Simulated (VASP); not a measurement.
Wanted: the native input for a VASP 6.6.1 run.

```
Task                   : single point
Functional             : PBEsol
Potentials or basis    : VASP PAW PBE potentials, release 64 (Sn_d)
Cutoff                 : 500 eV
k mesh                 : 10 × 10 × 10
Occupations            : gaussian, width 0.15 eV
Spin                   : no spin polarisation
Dipole correction      : no
Further INCAR settings : ALGO = Normal; EDIFF = 1e-06; NBANDS = 66
```

The structure of Sn lies in POSCAR:

```
Sn
1.0
   -3.4530780000      3.5510940000     -4.6766840000
   -3.4530780000     -3.5510940000      4.6766840000
    3.4530780000      3.5510940000      4.6766840000
Sn
8
Direct
    0.5000000000      0.5000000000      0.0000000000
    0.5000000000      0.0000000000      0.0000000000
    0.0000000000      0.5000000000      0.0000000000
    0.0000000000      0.0000000000      0.0000000000
    0.5000000000      0.5000000000      0.5000000000
    0.5000000000      0.0000000000      0.5000000000
    0.0000000000      0.5000000000      0.5000000000
    0.0000000000      0.0000000000      0.5000000000
```

One way to write it, as run:

INCAR

```
SYSTEM = Sn
  PREC = Accurate
  ENCUT = 500
  EDIFF = 1E-6
  ISMEAR = 0
  SIGMA = 0.15
  LREAL = .False.
  LASPH = .True.
  NELM = 120
  ALGO = Normal
  ISIF = 2
  LWAVE = .False.
  LCHARG = .True.
  GGA = PS
  LVHAR = .True.
  NBANDS = 66
  GGA_COMPAT = .False.
  KPAR = 4
```

KPOINTS

```
regular mesh
0
Gamma
  10 10 10
  0 0 0
```

Potentials or basis: VASP PAW PBE potentials, release 64 (Sn_d).

The run is started by

```sh
$ cat potpaw_PBE.64/Sn_d/POTCAR > POTCAR
$ mpirun -np 4 vasp_std > vasp.out
```

It gave:

| Item | Value |
| --- | --- |
| Pressure | -3.6 GPa |
| Band gap on the k mesh | zero (bands 56 and 57 overlap by 1.71 eV) |

Caveat: the cell stands under tension; the PAW data sets were made with another functional, which shifts forces and pressure a little; spin-orbit coupling is left out, which moves the levels of the heavy elements.

Wall time 17 min on 4 MPI ranks on Oxide Virtual Turin-like Processor, on a shared host, peak memory 1.5 GiB a rank.
